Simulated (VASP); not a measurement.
Wanted: the native input for a VASP 6.6.1 run.

- Task: relaxation of cell and atoms
- Functional: PBE
- Potentials or basis: VASP PAW PBE potentials, release 64 (Al, In_d, P, As)
- Cutoff: 500 eV
- k mesh: 6 × 6 × 2
- Occupations: gaussian, width 0.1 eV
- Spin: no spin polarisation
- Dipole correction: no
- Further INCAR settings: ALGO = Normal; EDIFF = 1e-07; IBRION = 2; EDIFFG = -0.04; NSW = 90; ISIF = 3

The structure of AlInAsP3 lies in POSCAR:

```
AlInAsP3
1.0
    4.1694739300      0.0000000000      0.0000000000
   -2.0847369700      3.6108703400      0.0000000000
    0.0000000000      0.0000000000      8.5906001100
Al In P As
1 1 3 1
Direct
    0.0000000000      0.0000000000      0.0000000000
    0.3333333300      0.6666666700      0.0000000000
    0.6666666700      0.3333333300      0.7263691900
    0.6666666700      0.3333333300      0.2736308100
    0.3333333300      0.6666666700      0.5000000000
    0.6666666700      0.3333333300      0.0000000000
```

The cell was generated, and may not be a known phase.

One way to write it, as run:

INCAR

```
SYSTEM = AlInAsP3
PREC = Accurate ; ENCUT = 500
EDIFF = 1E-7 ; ISMEAR = 0
SIGMA = 0.1 ; LREAL = .False.
LASPH = .True. ; NELM = 120
ALGO = Normal ; ISIF = 3
LWAVE = .False. ; LCHARG = .False.
GGA = PE ; IBRION = 2
NSW = 90 ; EDIFFG = -0.04
GGA_COMPAT = .False. ; NELMIN = 4
```

KPOINTS

```
regular mesh
0
Gamma
  6 6 2
  0 0 0
```

Potentials or basis: VASP PAW PBE potentials, release 64 (Al, In_d, P, As).

Run with:

```console
$ cat potpaw_PBE.64/Al/POTCAR potpaw_PBE.64/In_d/POTCAR potpaw_PBE.64/P/POTCAR potpaw_PBE.64/As/POTCAR > POTCAR
$ mpirun -np 1 vasp_std > vasp.out
```

Results of the run:

- Relaxed volume: 24.04 Å³/atom
- Relaxed cell: a = 4.762 Å, b = 4.762 Å, c = 7.343 Å, α = 90.00°, β = 90.00°, γ = 120.00°
- Space group after relaxing (to 0.1 Å): P-6m2 (No. 187)
- Energy gained by relaxing: 992.7 meV/atom
- Ionic steps: 18
- Pressure after relaxing: 0.0 GPa
- Band gap on the k mesh: zero (bands 18 and 19 overlap by 1.35 eV)

Caveat: the k points lie up to 0.43 Å⁻¹ apart in the final cell, too coarse for converged energies and pressures of a metal; spin-orbit coupling is left out, which moves the levels of the heavy elements.

It took 13 min on 1 thread of Intel(R) Xeon(R) Platinum 8488C (Sapphire Rapids), on a shared host, peak memory 0.27 GiB.
